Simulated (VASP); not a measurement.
Here is a VASP 6.6.1 calculation.

File INCAR:

```
ALGO = Normal
EDIFF = 1E-6
EDIFFG = -0.01
ENCUT = 600
GGA = PS
IBRION = 2
ISIF = 3
ISMEAR = -1
LASPH = T
LCHARG = F
LREAL = F
LWAVE = F
NELM = 100
NSW = 80
PREC = Accurate
SIGMA = 0.05
```

File KPOINTS:

```
k-points
0
Gamma
  7 7 7
```

Contents of POSCAR:

```
GaSb
1.0
   -2.7534340000      2.7534340000      1.5907070000
    2.7534340000     -2.7534340000      1.5907070000
    2.7534340000      2.7534340000     -1.5907070000
Sb Ga
1 1
Direct
    0.0000000000      0.0000000000      0.0000000000
    0.7500000000      0.2500000000      0.5000000000
```

Potentials or basis: VASP PAW PBE potentials, release 64 (Sb, Ga_d).

Launch:

```bash
$ cat potpaw_PBE.64/Sb/POTCAR potpaw_PBE.64/Ga_d/POTCAR > POTCAR
$ mpirun -np 1 vasp_std > vasp.out
```

Question: What does it give for the relaxed volume?

Answer: 22.82 Å³/atom.

Question: Predict the band gap on the k mesh.

Answer: Zero (band 9 reaches 8.48 eV, above the bottom of band 10 at 4.54 eV).

Final structure:
```cif
data_structure
_symmetry_space_group_name_H-M 'P 1'
_symmetry_Int_Tables_number 1
_cell_length_a 4.1552
_cell_length_b 4.1552
_cell_length_c 4.1552
_cell_angle_alpha 97.773
_cell_angle_beta 97.773
_cell_angle_gamma 136.844
_cell_volume 45.63
loop_
_atom_site_label
_atom_site_type_symbol
_atom_site_fract_x
_atom_site_fract_y
_atom_site_fract_z
_atom_site_occupancy
Sb1 Sb 0.00000 0.00000 0.00000 1
Ga1 Ga 0.75000 0.25000 0.50000 1
```

Caveat: the PAW data sets were made with another functional, which shifts forces and pressure a little; spin-orbit coupling is left out, which moves the levels of the heavy elements.
